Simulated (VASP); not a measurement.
Wanted: the native input for a VASP 6.6.1 run.

```yaml
Task: single point
Functional: r2SCAN
Potentials_or_basis: VASP PAW PBE potentials, release 64 (In_d, Au)
Cutoff: 520 eV
k_mesh: 9 × 9 × 9
Occupations: fermi-dirac, width 0.1 eV
Spin: no spin polarisation
Dipole_correction: no
Further_INCAR_settings: ALGO = Normal; EDIFF = 1e-07; NBANDS = 26
```

Crystal: In2Au.

```xyz
3
Lattice="0.0000 3.3508 3.3508 3.3508 0.0000 3.3508 3.3508 3.3508 0.0000" Properties=species:S:1:pos:R:3 pbc="T T T"
In    1.6754    1.6754    1.6754
In    5.0261    5.0261    5.0261
Au    0.0000    0.0000    0.0000
```

One way to write it, as run:

POSCAR

```
In2Au
1.0
    0.0000000000      3.3507536600      3.3507536600
    3.3507536600      0.0000000000      3.3507536600
    3.3507536600      3.3507536600      0.0000000000
In Au
2 1
Direct
    0.2500000000      0.2500000000      0.2500000000
    0.7500000000      0.7500000000      0.7500000000
    0.0000000000      0.0000000000      0.0000000000
```

INCAR.step1

```
SYSTEM = In2Au
  PREC = Accurate
  ENCUT = 520
  ISMEAR = -1
  SIGMA = 0.1
  LREAL = .FALSE.
  LASPH = .TRUE.
  NELM = 100
  NBANDS = 26
  GGA = PE
  ALGO = Normal
  EDIFF = 1E-4
  LWAVE = .TRUE.
  LCHARG = .FALSE.
```

INCAR.step2

```
SYSTEM = In2Au
  PREC = Accurate
  ENCUT = 520
  EDIFF = 1E-7
  ISMEAR = -1
  SIGMA = 0.1
  LREAL = .FALSE.
  LASPH = .TRUE.
  NELM = 100
  ALGO = Normal
  ISIF = 2
  LWAVE = .FALSE.
  LCHARG = .FALSE.
  METAGGA = R2SCAN
  LMIXTAU = .TRUE.
  NBANDS = 26
  ISTART = 1
```

KPOINTS

```
Automatic mesh
0
G
  9 9 9
  0 0 0
```

Potentials or basis: VASP PAW PBE potentials, release 64 (In_d, Au).

Run with:

```sh
$ cat potpaw_PBE.64/In_d/POTCAR potpaw_PBE.64/Au/POTCAR > POTCAR
$ cp INCAR.step1 INCAR
$ mpirun -np 1 vasp_std > vasp.out
$ cp INCAR.step2 INCAR
$ mpirun -np 1 vasp_std > vasp.out
```

It gave:

- Pressure: -3.2 GPa

Caveat: the PAW data sets were made with another functional, which shifts forces and pressure a little.

Wall time 3.8 min on 1 thread of Intel Xeon 6975P-C (shared host), peak memory 0.26 GiB.
